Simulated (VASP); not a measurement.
# C (Fd-3m) in VASP: further runs

Runs on C. Level: LDA. Tasks: single point, relaxation of cell and atoms.

All numbers are computed with VASP 6.6.1; they aren't measurements. Logs are shortened: lines on timing, memory, paths and dates and some standing lists are left out, and cuts for length are marked.

## 1. The cell of the first run

The structure is cubic, space group Fd-3m (No. 227). Conventional cell: a = 3.567 Å, b = 3.567 Å, c = 3.567 Å, α = 90.00°, β = 90.00°, γ = 90.00°. Within 2.1 Å of C (site symmetry -43m) lie 4 C at 1.54 Å.

## 2. Single point, LDA

INCAR reads:

```
  PREC = Accurate
  ENCUT = 600
  EDIFF = 1E-6
  ISMEAR = 0
  SIGMA = 0.1
  LREAL = F
  LASPH = T
  NELM = 120
  ALGO = Normal
  ISIF = 2
  LWAVE = F
  LCHARG = F
  NBANDS = 11
  GGA_COMPAT = F
```

KPOINTS reads:

```
regular mesh
0
Gamma
  8 8 8
```

POSCAR reads:

```
C
1.0
    0.0000000000      1.7833700000      1.7833700000
    1.7833700000      0.0000000000      1.7833700000
    1.7833700000      1.7833700000      0.0000000000
C
2
Direct
    0.0000000000      0.0000000000      0.0000000000
    0.2500000000      0.2500000000      0.2500000000
```

Potentials or basis: VASP PAW LDA potentials, release 64 (C).

On the command line:

```sh
$ cat potpaw_LDA.64/C/POTCAR > POTCAR
$ mpirun -np 1 vasp_std > vasp.out
```

OUTCAR:

```text
PREC = Accurate
   ENCUT = 600
   EDIFF = 1E-6
   ISMEAR = 0
   LREAL = F
   LASPH = T
   NELM = 120
   ISIF = 2

 ion  position               nearest neighbor table
   1  0.000  0.000  0.000-   2 1.54   2 1.54   2 1.54   2 1.54
   2  0.250  0.250  0.250-   1 1.54   1 1.54   1 1.54   1 1.54

  LATTYP: Found a face centered cubic cell.
 ALAT       =     3.5667400000

  Lattice vectors:

 A1 = (   0.0000000000,   1.7833700000,   1.7833700000)
 A2 = (   1.7833700000,   0.0000000000,   1.7833700000)
 A3 = (   1.7833700000,   1.7833700000,   0.0000000000)

Analysis of symmetry for initial positions (statically):
=====================================================================
 Subroutine PRICEL returns:
 Original cell was already a primitive cell.

 Routine SETGRP: Setting up the symmetry group for a
 face centered cubic supercell.

 Subroutine GETGRP returns: Found 48 space group operations
 (whereof 24 operations were pure point group operations)
 out of a pool of 48 trial point group operations.

The static configuration has the point symmetry T_d .
 The point group associated with its full space group is O_h .

Analysis of symmetry for dynamics (positions and initial velocities):
=====================================================================
 Subroutine PRICEL returns:
 Original cell was already a primitive cell.

 Routine SETGRP: Setting up the symmetry group for a
 face centered cubic supercell.

 Subroutine GETGRP returns: Found 48 space group operations
 (whereof 24 operations were pure point group operations)
 out of a pool of 48 trial point group operations.

The dynamic configuration has the point symmetry T_d .
 The point group associated with its full space group is O_h .

 Subroutine INISYM returns: Found 48 space group operations
 (whereof 24 operations are pure point group operations),
 and found     1 'primitive' translations

----------------------------------------------------------------------------------------

                                     Primitive cell

  volume of cell :      11.3437

  direct lattice vectors                    reciprocal lattice vectors
     0.000000000  1.783370000  1.783370000    -0.280368067  0.280368067  0.280368067
     1.783370000  0.000000000  1.783370000     0.280368067 -0.280368067  0.280368067
     1.783370000  1.783370000  0.000000000     0.280368067  0.280368067 -0.280368067

  length of vectors
     2.522066041  2.522066041  2.522066041     0.485611737  0.485611737  0.485611737

  position of ions in fractional coordinates (direct lattice)
     0.000000000  0.000000000  0.000000000
     0.250000000  0.250000000  0.250000000

  ion indices of the primitive-cell ions
   primitive index   ion index
                 1           1
                 2           2

----------------------------------------------------------------------------------------

 KPOINTS: regular mesh

Automatic generation of k-mesh.
 Grid dimensions read from file:
 generate k-points for:    8    8    8

 Generating k-lattice:

  Cartesian coordinates                     Fractional coordinates (reciprocal lattice)
    -0.035046008  0.035046008  0.035046008     0.125000000  0.000000000  0.000000000
     0.035046008 -0.035046008  0.035046008     0.000000000  0.125000000  0.000000000
     0.035046008  0.035046008 -0.035046008     0.000000000  0.000000000  0.125000000

  Length of vectors
     0.060701467  0.060701467  0.060701467

  Shift w.r.t. Gamma in fractional coordinates (k-lattice)
     0.000000000  0.000000000  0.000000000

 Subroutine IBZKPT returns following result:
 ===========================================

 Found     29 irreducible k-points:

 Following reciprocal coordinates:
            Coordinates               Weight
  0.000000  0.000000  0.000000      1.000000
  0.125000  0.000000  0.000000      8.000000
  0.250000  0.000000  0.000000      8.000000
  0.375000  0.000000  0.000000      8.000000
  0.500000  0.000000  0.000000      4.000000
  0.125000  0.125000  0.000000      6.000000
[... 16 lines left out ...]
  0.500000  0.250000  0.125000     48.000000
 -0.375000  0.250000  0.125000     24.000000
 [... further k-points ...]
   k-points           NKPTS =     29   k-points in BZ     NKDIM =     29   number of bands    NBANDS=     11
   number of dos      NEDOS =    301   number of ions     NIONS =      2
   total plane-waves  NPLWV =   8000
   dimension x,y,z NGX =    20 NGY =   20 NGZ =   20
   dimension x,y,z NGXF=    40 NGYF=   40 NGZF=   40
   ions per type =               2
   NGX,Y,Z   is equivalent  to a cutoff of  13.18, 13.18, 13.18 a.u.
   NGXF,Y,Z  is equivalent  to a cutoff of  26.37, 26.37, 26.37 a.u.
 SYSTEM =  unknown system
   PREC   = accura    normal or accurate (medium, high low for compatibility)
   ISTART =      0    job   : 0-new  1-cont  2-samecut
   ICHARG =      2    charge: 1-file 2-atom 10-const
   ISPIN  =      1    spin polarized calculation?
   LNONCOLLINEAR =      F non collinear calculations
   LSORBIT =      F    spin-orbit coupling
   LASPH  =      T    aspherical Exc in radial PAW
   ENCUT  =  600.0 eV  44.10 Ry    6.64 a.u.   5.04  5.04  5.04*2*pi/ulx,y,z
   NELM   =    120;   NELMIN=  2; NELMDL= -5     # of ELM steps
   EDIFF  = 0.1E-05   stopping-criterion for ELM
   LREAL  =      F    real-space projection
   EDIFFG = 0.1E-04   stopping-criterion for IOM
   NSW    =      0    number of steps for IOM
   IBRION =     -1    ionic relax: 0-MD 1-quasi-New 2-CG
   NFREE  =      0    steps in history (QN), initial steepest desc. (CG)
   ISIF   =      2    stress and relaxation
   ISYM   =      2    0-nonsym 1-usesym 2-fastsym
   POTIM  = 0.5000    time-step for ionic-motion
   TEBEG  =    0.0;   TEEND  =   0.0 temperature during run
   PSTRESS=    0.0 pullay stress
   NELECT =       8.0000    total number of electrons
   NUPDOWN=      -1.0000    fix difference up-down
   EMIN   =  10.00;   EMAX   =-10.00  energy-range for DOS
   EFERMI =   0.00;   METHOD = LEGACY
   ISMEAR =     0;   SIGMA  =   0.10  broadening in eV -4-tet -1-fermi 0-gaus
   EFERMI_NEDOS =   21; number of points for ismear=-14 and -15
   IALGO  =     38    algorithm
   IMIX   =      4    mixing-type and parameters
     AMIX     =   0.40;   BMIX     =  1.00
     AMIX_MAG =   1.60;   BMIX_MAG =  1.00
  volume/ion in A,a.u.               =       5.67        38.28
  Fermi-wavevector in a.u.,A,eV,Ry     =   1.457203  2.753714 28.891161  2.123440
  Thomas-Fermi vector in A             =   2.574032
   LORBIT       =      0    0 simple, 1 ext, 2 COOP (PROOUT), +10 PAW based schemes
   GGA     = CA    functional components
   LHFCALC =     F    Hartree Fock is set to
   AEXX    =    0.0000 exact exchange contribution
   IVDW    =     0    specifies the selected vdW correction
   LEPSILON=     F    determine dielectric tensor
   LRPA    =     F    only Hartree local field effects (RPA)
 non-spin polarized calculation
 Gauss-broadening in eV      SIGMA  =   0.10
  energy-cutoff  :      600.00
  volume of cell :       11.34
 maximum number of plane-waves:       391
   NGX =  9   NGY =  9   NGZ =  9

 number of electron       7.9999999 magnetization

 Free energy of the ion-electron system (eV)
  ---------------------------------------------------
  ext. energy  EPLUGINS =         0.00000000
  ---------------------------------------------------
  free energy    TOTEN  =       -20.24068816 eV

  energy without entropy =      -20.24068816  energy(sigma->0) =      -20.24068816

 E-fermi :  10.2771     XC(G=0): -13.4995

 val. band max:        9.7223726569   @ k =   0.0000   0.0000   0.0000
 cond. band min:      13.8220380427   @ k =   0.3750   0.3750   0.0000
 fundamental gap:      4.0996653858
 Fermi energy:        10.2771467973

 k-point     1 :       0.0000    0.0000    0.0000
  band No.  band energies     occupation
      1     -11.5956      2.00000
      2       9.7224      2.00000
      3       9.7224      2.00000
      4       9.7224      2.00000
      5      15.2650      0.00000
      6      15.2650      0.00000
      7      15.2650      0.00000
      8      23.2782      0.00000
      9      28.7266      0.00000
     10      36.3537      0.00000
     11      36.3537      0.00000

 k-point     2 :       0.1250    0.0000    0.0000
  band No.  band energies     occupation
      1     -11.1640      2.00000
      2       7.3333      2.00000
      3       9.0717      2.00000
      4       9.0717      2.00000
      5      16.1182      0.00000
      6      16.1182      0.00000
      7      16.5642      0.00000
      8      23.5704      0.00000
      9      29.3544      0.00000
     10      33.1409      0.00000
     11      33.1409      0.00000

 k-point     3 :       0.2500    0.0000    0.0000
  band No.  band energies     occupation
      1      -9.8815      2.00000
      2       3.1877      2.00000
      3       7.9825      2.00000
      4       7.9825      2.00000
      5      17.4466      0.00000
      6      17.4466      0.00000
      7      17.9148      0.00000
      8      24.3096      0.00000
      9      30.1148      0.00000
     10      32.0390      0.00000
     11      32.0390      0.00000

 k-point     4 :       0.3750    0.0000    0.0000
  band No.  band energies     occupation
      1      -7.8095      2.00000
      2      -0.8829      2.00000
      3       7.2042      2.00000
      4       7.2042      2.00000
      5      18.0335      0.00000
      6      18.0335      0.00000
      7      18.5516      0.00000
      8      24.9522      0.00000
      9      30.5763      0.00000
     10      33.6054      0.00000
     11      33.6054      0.00000
[... 239 lines left out ...]
 k-point    22 :       0.3750    0.2500    0.1250
  band No.  band energies     occupation
      1      -8.7562      2.00000
      2       3.3065      2.00000
      3       4.2296      2.00000
      4       6.8552      2.00000
      5      16.2489      0.00000
      6      19.6889      0.00000
      7      21.2026      0.00000
      8      21.4405      0.00000
      9      30.3076      0.00000
     10      30.9310      0.00000
     11      35.2581      0.00000

 k-point    23 :       0.5000    0.2500    0.1250
  band No.  band energies     occupation
      1      -6.7245      2.00000
      2      -0.0396      2.00000
      3       3.4857      2.00000
      4       5.6511      2.00000
      5      17.6136      0.00000
      6      19.2923      0.00000
      7      22.1093      0.00000
      8      22.9410      0.00000
      9      29.5831      0.00000
     10      31.8602      0.00000
     11      35.6158      0.00000

 k-point    24 :      -0.3750    0.2500    0.1250
  band No.  band energies     occupation
      1      -4.7527      2.00000
      2      -2.6065      2.00000
      3       3.4648      2.00000
      4       5.0349      2.00000
      5      17.8952      0.00000
      6      19.1739      0.00000
      7      22.7554      0.00000
      8      24.4353      0.00000
      9      27.7744      0.00000
     10      33.3358      0.00000
     11      35.8590      0.00000

 [... further k-points ...]
[... 5 lines left out ...]
  --------------------------------------------------------------------------------------
  -------------------------------------------------------------------------------------
  Total       -0.8754143     -0.8754143     -0.8754143      0.0000000      0.0000000      0.0000000
  in kB     -123.6430966   -123.6430966   -123.6430966      0.0000000      0.0000000      0.0000000
  external PRESSURE =    -123.6430966 kB  Pullay stress =       0.0000000 kB

 VOLUME and BASIS-vectors are now :
 -----------------------------------------------------------------------------
  energy-cutoff  :      600.00
  volume of cell :       11.34
      direct lattice vectors                 reciprocal lattice vectors
     0.000000000  1.783370000  1.783370000    -0.280368067  0.280368067  0.280368067
     1.783370000  0.000000000  1.783370000     0.280368067 -0.280368067  0.280368067
     1.783370000  1.783370000  0.000000000     0.280368067  0.280368067 -0.280368067

 POSITION                                       TOTAL-FORCE (eV/Angst)
 -----------------------------------------------------------------------------------
      0.00000      0.00000      0.00000         0.000000      0.000000      0.000000
      0.89168      0.89168      0.89168        -0.000000     -0.000000     -0.000000
 -----------------------------------------------------------------------------------
    total drift:                                0.000000      0.000000      0.000000

  FREE ENERGIE OF THE ION-ELECTRON SYSTEM (eV)
  ---------------------------------------------------
  free  energy   TOTEN  =       -20.2406881592 eV

  energy  without entropy=      -20.2406881592  energy(sigma->0) =      -20.24068816
```

It took 2.8 s on 1 thread of Intel Xeon Platinum 8488C (Sapphire Rapids), shared host; peak memory 0.11 GiB.

What came out:

```yaml
Free_energy: -20.2407 eV
Pressure: -12.4 GPa
Band_gap_on_the_k_mesh: 4.10 eV, indirect (least direct gap 5.54 eV)
```

A k mesh can miss the band edges. Expect the measured gap to be larger: semilocal functionals such as LDA lack the derivative discontinuity.

## 3. Single point, LDA

This run uses another cell than the first one, of 5.51 Å³/atom, 0.971 times its volume.

INCAR reads:

```
SYSTEM = C
  ALGO = Normal
  EDIFF = 1E-6
  ENCUT = 600
  GGA_COMPAT = .False.
  ISIF = 2
  ISMEAR = 0
  LASPH = .True.
  LCHARG = .False.
  LREAL = .False.
  LWAVE = .False.
  NBANDS = 11
  NELM = 120
  PREC = Accurate
  SIGMA = 0.1
```

KPOINTS reads:

```
k-points
0
Gamma
  10 10 10
  0 0 0
```

POSCAR reads:

```
C
1.0
    0.0000000000      1.7660495859      1.7660495859
    1.7660495859      0.0000000000      1.7660495859
    1.7660495859      1.7660495859      0.0000000000
C
2
Direct
    0.0000000000      0.0000000000      0.0000000000
    0.2500000000      0.2500000000      0.2500000000
```

Potentials or basis: VASP PAW LDA potentials, release 64 (C).

On the command line:

```sh
$ cat potpaw_LDA.64/C/POTCAR > POTCAR
$ mpirun -np 1 vasp_std > vasp.out
```

Run time: 5.6 s. Hardware: 1 thread of Intel Xeon Platinum 8488C (Sapphire Rapids), shared host; peak memory 0.11 GiB.

The run converged. Its results:

```yaml
Free_energy: -20.2520 eV
Pressure: 0.7 GPa
Band_gap_on_the_k_mesh: 4.20 eV, indirect (least direct gap 5.63 eV)
```

Levels at points of the mesh, in eV from the valence-band top:
| k point | band 2 | band 3 | band 4 | band 5 | band 6 | band 7 |
| --- | --- | --- | --- | --- | --- | --- |
| (0.00, 0.00, 0.00) | 0.00 | 0.00 | 0.00 | 5.63 | 5.63 | 5.63 |
| (0.50, 0.00, 0.00) | -13.69 | -2.86 | -2.86 | 8.51 | 8.51 | 9.42 |
| (0.50, 0.50, 0.00) | -12.82 | -6.47 | -6.47 | 4.77 | 4.77 | 17.07 |

A k mesh can miss the band edges. A hybrid or GW would open this gap; LDA tends to underestimate it.

## 4. Single point, LDA

This run uses another cell than the first one, of 5.51 Å³/atom, 0.971 times its volume.

INCAR reads:

```
  PREC = Accurate
  ENCUT = 600
  EDIFF = 1E-6
  ISMEAR = 0
  SIGMA = 0.02
  LREAL = False
  LASPH = True
  NELM = 120
  ALGO = Normal
  ISIF = 2
  LWAVE = False
  LCHARG = False
  NBANDS = 11
  GGA_COMPAT = False
```

KPOINTS reads:

```
regular mesh
0
Gamma
  12 12 12
```

POSCAR reads:

```
C
1.0
    0.0000000000      1.7658688081      1.7658688081
    1.7658688081      0.0000000000      1.7658688081
    1.7658688081      1.7658688081      0.0000000000
C
2
Direct
    0.0000000000      0.0000000000      0.0000000000
    0.2500000000      0.2500000000      0.2500000000
```

Potentials or basis: VASP PAW LDA potentials, release 64 (C).

On the command line:

```sh
$ cat potpaw_LDA.64/C/POTCAR > POTCAR
$ mpirun -np 1 vasp_std > vasp.out
```

OUTCAR:

```text
PREC = Accurate
   ENCUT = 600
   EDIFF = 1E-6
   ISMEAR = 0
   LREAL = False
   LASPH = True
   NELM = 120
   ISIF = 2

 ion  position               nearest neighbor table
   1  0.000  0.000  0.000-   2 1.53   2 1.53   2 1.53   2 1.53
   2  0.250  0.250  0.250-   1 1.53   1 1.53   1 1.53   1 1.53

  LATTYP: Found a face centered cubic cell.
 ALAT       =     3.5317376162

  Lattice vectors:

 A1 = (   0.0000000000,   1.7658688081,   1.7658688081)
 A2 = (   1.7658688081,   0.0000000000,   1.7658688081)
[... 524 lines left out ...]

  FORCE on cell =-STRESS in cart. coord.  units (eV):
  Direction    XX          YY          ZZ          XY          YZ          ZX
  --------------------------------------------------------------------------------------
  -------------------------------------------------------------------------------------
  Total        0.0571760      0.0571760      0.0571760      0.0000000      0.0000000     -0.0000000
  in kB        8.3180059      8.3180059      8.3180059      0.0000000      0.0000000     -0.0000000
  external PRESSURE =       8.3180059 kB  Pullay stress =       0.0000000 kB

 VOLUME and BASIS-vectors are now :
 -----------------------------------------------------------------------------
  energy-cutoff  :      600.00
  volume of cell :       11.01
      direct lattice vectors                 reciprocal lattice vectors
     0.000000000  1.765868808  1.765868808    -0.283146742  0.283146742  0.283146742
     1.765868808  0.000000000  1.765868808     0.283146742 -0.283146742  0.283146742
     1.765868808  1.765868808  0.000000000     0.283146742  0.283146742 -0.283146742

 POSITION                                       TOTAL-FORCE (eV/Angst)
 -----------------------------------------------------------------------------------
      0.00000      0.00000      0.00000        -0.000000     -0.000000     -0.000000
      0.88293      0.88293      0.88293         0.000000      0.000000      0.000000
 -----------------------------------------------------------------------------------
    total drift:                                0.000000      0.000000      0.000000

  FREE ENERGIE OF THE ION-ELECTRON SYSTEM (eV)
  ---------------------------------------------------
  free  energy   TOTEN  =       -20.2520720880 eV

  energy  without entropy=      -20.2520720880  energy(sigma->0) =      -20.25207209
```

It took 5.7 s on 1 thread of Intel Xeon Platinum 8488C (Sapphire Rapids), shared host; peak memory 0.11 GiB.

What came out:

- Free energy: -20.2521 eV
- Pressure: 0.8 GPa
- Band gap on the k mesh: 4.20 eV, indirect (least direct gap 5.63 eV)

Levels at points of the mesh, in eV from the valence-band top:
| k point | band 1 | band 2 | band 3 | band 4 | band 5 | band 6 | band 7 | band 8 |
| --- | --- | --- | --- | --- | --- | --- | --- | --- |
| (0.00, 0.00, 0.00) | -21.72 | 0.00 | 0.00 | 0.00 | 5.63 | 5.63 | 5.63 | 14.24 |
| (0.50, 0.00, 0.00) | -15.70 | -13.69 | -2.87 | -2.87 | 8.51 | 8.51 | 9.42 | 15.67 |
| (0.50, 0.50, 0.00) | -12.82 | -12.82 | -6.47 | -6.47 | 4.77 | 4.77 | 17.08 | 17.08 |

A k mesh can miss the band edges. A hybrid or GW would open this gap; LDA tends to underestimate it.

(Continued in part 2 of 2.)
